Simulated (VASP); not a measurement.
# AlN (P6_3/mmc) in VASP: notebook, part 2 of 2

VASP 6.6.1. The steps go on from the part before.

**5. Single point, PBE**

This run uses another cell than the first one, of 9.06 Å³/atom, 1.039 times its volume.

File INCAR:

```
PREC = Accurate
ENCUT = 520
EDIFF = 1E-6
ISMEAR = 0
SIGMA = 0.05
LREAL = F
LASPH = T
NELM = 60
ALGO = Normal
ISIF = 2
LWAVE = F
LCHARG = F
GGA = PE
NBANDS = 16
```

File KPOINTS:

```
regular mesh
0
Gamma
  9 9 6
```

File POSCAR:

```
AlN
1.0
    3.3134793403      0.0000000000      0.0000000000
   -1.6567396702      2.8695572836      0.0000000000
    0.0000000000      0.0000000000      3.8107000000
Al N
2 2
Direct
    0.3333333333      0.6666666667      0.7500000000
    0.6666666667      0.3333333333      0.2500000000
    0.3333333333      0.6666666667      0.2500000000
    0.6666666667      0.3333333333      0.7500000000
```

Potentials or basis: VASP PAW PBE potentials, release 64 (Al, N).

Started as:

```sh
$ cat potpaw_PBE.64/Al/POTCAR potpaw_PBE.64/N/POTCAR > POTCAR
$ mpirun -np 1 vasp_std > vasp.out
```

OUTCAR:

```text
PREC = Accurate
   ENCUT = 520
   EDIFF = 1E-6
   ISMEAR = 0
   LREAL = F
   LASPH = T
   NELM = 60
   ISIF = 2
   GGA = PE

 ion  position               nearest neighbor table
   1  0.333  0.667  0.750-   3 1.91   3 1.91   4 1.91   4 1.91   4 1.91   2 2.70   2 2.70   2 2.70
                             2 2.70   2 2.70   2 2.70
   2  0.667  0.333  0.250-   4 1.91   4 1.91   3 1.91   3 1.91   3 1.91   1 2.70   1 2.70   1 2.70
                             1 2.70   1 2.70   1 2.70
   3  0.333  0.667  0.250-   1 1.91   1 1.91   2 1.91   2 1.91   2 1.91
   4  0.667  0.333  0.750-   2 1.91   2 1.91   1 1.91   1 1.91   1 1.91

  LATTYP: Found a hexagonal cell.
 ALAT       =     3.3134793403
 C/A-ratio  =     1.1500599849

  Lattice vectors:

 A1 = (   3.3134793403,   0.0000000000,   0.0000000000)
 A2 = (  -1.6567396702,   2.8695572836,   0.0000000000)
 A3 = (   0.0000000000,   0.0000000000,   3.8107000000)

Analysis of symmetry for initial positions (statically):
=====================================================================
 Subroutine PRICEL returns:
 Original cell was already a primitive cell.

 Routine SETGRP: Setting up the symmetry group for a
 hexagonal supercell.

 Subroutine GETGRP returns: Found 24 space group operations
 (whereof 12 operations were pure point group operations)
 out of a pool of 24 trial point group operations.

The static configuration has the point symmetry D_3d.
 The point group associated with its full space group is D_6h.

Analysis of symmetry for dynamics (positions and initial velocities):
=====================================================================
 Subroutine PRICEL returns:
 Original cell was already a primitive cell.

 Routine SETGRP: Setting up the symmetry group for a
 hexagonal supercell.

 Subroutine GETGRP returns: Found 24 space group operations
 (whereof 12 operations were pure point group operations)
 out of a pool of 24 trial point group operations.

The dynamic configuration has the point symmetry D_3d.
 The point group associated with its full space group is D_6h.

 Subroutine INISYM returns: Found 24 space group operations
 (whereof 12 operations are pure point group operations),
 and found     1 'primitive' translations

----------------------------------------------------------------------------------------

                                     Primitive cell

  volume of cell :      36.2330

  direct lattice vectors                    reciprocal lattice vectors
     3.313479340  0.000000000  0.000000000     0.301797566  0.174242906  0.000000000
    -1.656739670  2.869557284  0.000000000     0.000000000  0.348485812  0.000000000
     0.000000000  0.000000000  3.810700000     0.000000000  0.000000000  0.262418978

  length of vectors
     3.313479340  3.313479340  3.810700000     0.348485812  0.348485812  0.262418978

  position of ions in fractional coordinates (direct lattice)
     0.333333333  0.666666667  0.750000000
     0.666666667  0.333333333  0.250000000
     0.333333333  0.666666667  0.250000000
     0.666666667  0.333333333  0.750000000

  ion indices of the primitive-cell ions
   primitive index   ion index
                 1           1
                 2           2
                 3           3
[... 21 lines left out ...]
     0.000000000  0.000000000  0.000000000

 Subroutine IBZKPT returns following result:
 ===========================================

 Found     48 irreducible k-points:

 Following reciprocal coordinates:
            Coordinates               Weight
  0.000000  0.000000  0.000000      1.000000
  0.111111 -0.000000  0.000000      6.000000
  0.222222  0.000000  0.000000      6.000000
  0.333333  0.000000  0.000000      6.000000
  0.444444  0.000000  0.000000      6.000000
  0.111111  0.111111  0.000000      6.000000
[... 16 lines left out ...]
  0.333333  0.222222  0.166667     24.000000
  0.333333  0.333333  0.166667      4.000000
 [... further k-points ...]
   k-points           NKPTS =     48   k-points in BZ     NKDIM =     48   number of bands    NBANDS=     16
   number of dos      NEDOS =    301   number of ions     NIONS =      4
   total plane-waves  NPLWV =  21952
   dimension x,y,z NGX =    28 NGY =   28 NGZ =   28
   dimension x,y,z NGXF=    56 NGYF=   56 NGZF=   56
   ions per type =               2   2
   NGX,Y,Z   is equivalent  to a cutoff of  14.05, 14.05, 12.22 a.u.
   NGXF,Y,Z  is equivalent  to a cutoff of  28.10, 28.10, 24.43 a.u.
 SYSTEM =  unknown system
   PREC   = accura    normal or accurate (medium, high low for compatibility)
   ISTART =      0    job   : 0-new  1-cont  2-samecut
   ICHARG =      2    charge: 1-file 2-atom 10-const
   ISPIN  =      1    spin polarized calculation?
   LNONCOLLINEAR =      F non collinear calculations
   LSORBIT =      F    spin-orbit coupling
   LASPH  =      T    aspherical Exc in radial PAW
   ENCUT  =  520.0 eV  38.22 Ry    6.18 a.u.   6.16  6.16  7.09*2*pi/ulx,y,z
   NELM   =     60;   NELMIN=  2; NELMDL= -5     # of ELM steps
   EDIFF  = 0.1E-05   stopping-criterion for ELM
   LREAL  =      F    real-space projection
   EDIFFG = 0.1E-04   stopping-criterion for IOM
   NSW    =      0    number of steps for IOM
   IBRION =     -1    ionic relax: 0-MD 1-quasi-New 2-CG
   NFREE  =      0    steps in history (QN), initial steepest desc. (CG)
   ISIF   =      2    stress and relaxation
   ISYM   =      2    0-nonsym 1-usesym 2-fastsym
   POTIM  = 0.5000    time-step for ionic-motion
   TEBEG  =    0.0;   TEEND  =   0.0 temperature during run
   PSTRESS=    0.0 pullay stress
   NELECT =      16.0000    total number of electrons
   NUPDOWN=      -1.0000    fix difference up-down
   EMIN   =  10.00;   EMAX   =-10.00  energy-range for DOS
   EFERMI =   0.00;   METHOD = LEGACY
   ISMEAR =     0;   SIGMA  =   0.05  broadening in eV -4-tet -1-fermi 0-gaus
   EFERMI_NEDOS =   21; number of points for ismear=-14 and -15
   IALGO  =     38    algorithm
   IMIX   =      4    mixing-type and parameters
     AMIX     =   0.40;   BMIX     =  1.00
     AMIX_MAG =   1.60;   BMIX_MAG =  1.00
  volume/ion in A,a.u.               =       9.06        61.13
  Fermi-wavevector in a.u.,A,eV,Ry     =   1.246657  2.355839 21.145532  1.554153
  Thomas-Fermi vector in A             =   2.380824
   LORBIT       =      0    0 simple, 1 ext, 2 COOP (PROOUT), +10 PAW based schemes
   GGA     = PE    functional components
   LHFCALC =     F    Hartree Fock is set to
   AEXX    =    0.0000 exact exchange contribution
   IVDW    =     0    specifies the selected vdW correction
   LEPSILON=     F    determine dielectric tensor
   LRPA    =     F    only Hartree local field effects (RPA)
 non-spin polarized calculation
 Gauss-broadening in eV      SIGMA  =   0.05
  energy-cutoff  :      520.00
  volume of cell :       36.23
 maximum number of plane-waves:       990
 NGX is ok and might be reduce to    28
   NGX = 13   NGY = 13   NGZ = 15

 number of electron      16.0000002 magnetization

 Free energy of the ion-electron system (eV)
  ---------------------------------------------------
  ext. energy  EPLUGINS =         0.00000000
  ---------------------------------------------------
  free energy    TOTEN  =       -28.91361565 eV

  energy without entropy =      -28.91361565  energy(sigma->0) =      -28.91361565

 E-fermi :   8.8005     XC(G=0): -11.5556

 val. band max:        8.5675968591   @ k =   0.0000   0.0000   0.0000
 cond. band min:      12.7018915383   @ k =   0.0000   0.0000   0.0000
 fundamental gap:      4.1342946792
 Fermi energy:         8.8005292548

 k-point     1 :       0.0000    0.0000    0.0000
  band No.  band energies     occupation
      1      -8.5957      2.00000
      2      -4.0207      2.00000
      3       1.8103      2.00000
      4       5.1050      2.00000
      5       5.1050      2.00000
      6       7.3639      2.00000
[... 433 lines left out ...]
      3       1.8344      2.00000
      4       3.1434      2.00000
      5       3.1434      2.00000
      6       6.3754      2.00000
[... 8 lines left out ...]
     15      21.0799      0.00000
     16      23.4895      0.00000

 [... further k-points ...]
[... 5 lines left out ...]
  --------------------------------------------------------------------------------------
  -------------------------------------------------------------------------------------
  Total        3.3047031      3.3047031      9.8687957     -0.0000000      0.0000000      0.0000000
  in kB      146.1299075    146.1299075    436.3860066     -0.0000000      0.0000000      0.0000000
  external PRESSURE =     242.8819405 kB  Pullay stress =       0.0000000 kB

 VOLUME and BASIS-vectors are now :
 -----------------------------------------------------------------------------
  energy-cutoff  :      520.00
  volume of cell :       36.23
      direct lattice vectors                 reciprocal lattice vectors
     3.313479340  0.000000000  0.000000000     0.301797566  0.174242906  0.000000000
    -1.656739670  2.869557284  0.000000000     0.000000000  0.348485812  0.000000000
     0.000000000  0.000000000  3.810700000     0.000000000  0.000000000  0.262418978

 POSITION                                       TOTAL-FORCE (eV/Angst)
 -----------------------------------------------------------------------------------
     -0.00000      1.91304      2.85803        -0.000000      0.000000      0.000000
      1.65674      0.95652      0.95268         0.000000     -0.000000      0.000000
     -0.00000      1.91304      0.95268        -0.000000     -0.000000      0.000000
      1.65674      0.95652      2.85803         0.000000      0.000000      0.000000
 -----------------------------------------------------------------------------------
    total drift:                               -0.000000      0.000000      0.000000

  FREE ENERGIE OF THE ION-ELECTRON SYSTEM (eV)
  ---------------------------------------------------
  free  energy   TOTEN  =       -28.9136156456 eV

  energy  without entropy=      -28.9136156456  energy(sigma->0) =      -28.91361565
```

OSZICAR:

```text
N       E                     dE             d eps       ncg     rms          rms(c)
DAV:   1     0.440169897297E+02    0.44017E+02   -0.76279E+03  1536   0.917E+02
DAV:   2    -0.306730102101E+02   -0.74690E+02   -0.67228E+02  2208   0.194E+02
DAV:   3    -0.338869852826E+02   -0.32140E+01   -0.32016E+01  1968   0.416E+01
DAV:   4    -0.339060989166E+02   -0.19114E-01   -0.19112E-01  1896   0.359E+00
DAV:   5    -0.339063490347E+02   -0.25012E-03   -0.25012E-03  1912   0.415E-01    0.124E+01
DAV:   6    -0.289736821104E+02    0.49327E+01   -0.92732E+00  1968   0.232E+01    0.421E+00
DAV:   7    -0.289424771222E+02    0.31205E-01   -0.10718E+00  1816   0.676E+00    0.305E+00
DAV:   8    -0.289260003311E+02    0.16477E-01   -0.13033E-01  1688   0.288E+00    0.923E-01
DAV:   9    -0.289131023587E+02    0.12898E-01   -0.30233E-02  1896   0.135E+00    0.278E-01
DAV:  10    -0.289136939371E+02   -0.59158E-03   -0.40930E-03  1840   0.411E-01    0.154E-01
DAV:  11    -0.289136164382E+02    0.77499E-04   -0.20413E-04  1824   0.116E-01    0.443E-02
DAV:  12    -0.289136161865E+02    0.25169E-06   -0.14873E-05  1848   0.291E-02    0.946E-03
DAV:  13    -0.289136156456E+02    0.54093E-06   -0.54966E-06  1944   0.174E-02
   1 F= -.28913616E+02 E0= -.28913616E+02  d E =-.217904E-13
```

Wall time 12 s (1 thread of Intel Xeon 6975P-C (Granite Rapids), shared host); peak memory 0.16 GiB.

Results:

```
Free energy            : -28.9136 eV
Pressure               : 24.3 GPa
Band gap on the k mesh : 4.13 eV, direct
```

Levels at points of the mesh, in eV from the valence-band top:
```tsv
k point	band 4	band 5	band 6	band 7	band 8	band 9	band 10	band 11	band 12	band 13
(0.00, 0.00, 0.00)	-3.46	-3.46	-1.20	-1.20	0.00	4.13	5.37	8.73	8.73	12.30
(0.00, 0.00, 0.50)	-3.57	-2.38	-2.38	-2.38	-2.38	6.52	6.52	8.65	8.65	8.65
```

**6. The runs side by side**

| cell | gap on the mesh (eV) | pressure (GPa) |
| --- | --- | --- |
| a = 3.148, b = 3.148, c = 4.062 Å, angles 90.0, 90.0, 120.0°, 4 atoms | 4.23 | 36.6 |
| a = 3.272, b = 3.272, c = 3.811 Å, angles 90.0, 90.0, 120.0°, 4 atoms | 4.26 | 31.4 |
| a = 3.148, b = 3.148, c = 4.188 Å, angles 90.0, 90.0, 120.0°, 4 atoms | 3.96 | 28.8 |
| a = 3.313, b = 3.313, c = 3.811 Å, angles 90.0, 90.0, 120.0°, 4 atoms | 4.13 | 24.3 |

Alike in all rows: task single point; level PBE; potentials or basis VASP PAW PBE potentials, release 64 (Al, N); no spin polarisation; k mesh 9 × 9 × 6; cutoff (eV) 520; smearing gaussian 0.05 eV.

Total energies depend on the potentials used, so only differences within one code and one set of settings carry meaning.
